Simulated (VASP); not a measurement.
A run of VASP 6.6.1 is set up as follows.

INCAR

```
SYSTEM = Cr
PREC = Accurate
ENCUT = 520
EDIFF = 1E-6
ISMEAR = 0
SIGMA = 0.1
LREAL = .FALSE.
LASPH = .TRUE.
NELM = 60
ALGO = Fast
ISIF = 2
LWAVE = .FALSE.
LCHARG = .TRUE.
GGA = PE
LELF = .TRUE.
LVHAR = .TRUE.
NBANDS = 19
```

File KPOINTS:

```
Automatic mesh
0
G
  18 18 18
  0 0 0
```

Contents of POSCAR:

```
Cr
1.0
    2.7908734160      0.0000000000      0.0000000000
    0.0000000000      2.7908734160      0.0000000000
    0.0000000000      0.0000000000      2.8829180847
Cr
2
Direct
    0.0000000000      0.0000000000      0.0000000000
    0.5000000000      0.5000000000      0.5000000000
```

Potentials or basis: VASP PAW PBE potentials, release 64 (Cr_pv).

Run with:

```bash
$ cat potpaw_PBE.64/Cr_pv/POTCAR > POTCAR
$ mpirun -np 1 vasp_std > vasp.out
```

Question: Estimate the pressure.

Answer: 7.4 GPa.

Question: What does it give for the band gap on the k mesh?

Answer: Zero (band 12 reaches 12.77 eV, above the bottom of band 13 at 10.90 eV).

Stress tensor (GPa, compression positive):
```
11.37  0.00  0.00
 0.00 11.37  0.00
 0.00  0.00 -0.56
```

Caveat: the cell differs from its parent crystal (biaxial strain in the a-b plane: -2.0 %, then relaxed in part); the run has no spin polarisation, though such a crystal can be magnetic. Spin polarisation is off, so any magnetic state and its effect on volume and gap are missing.
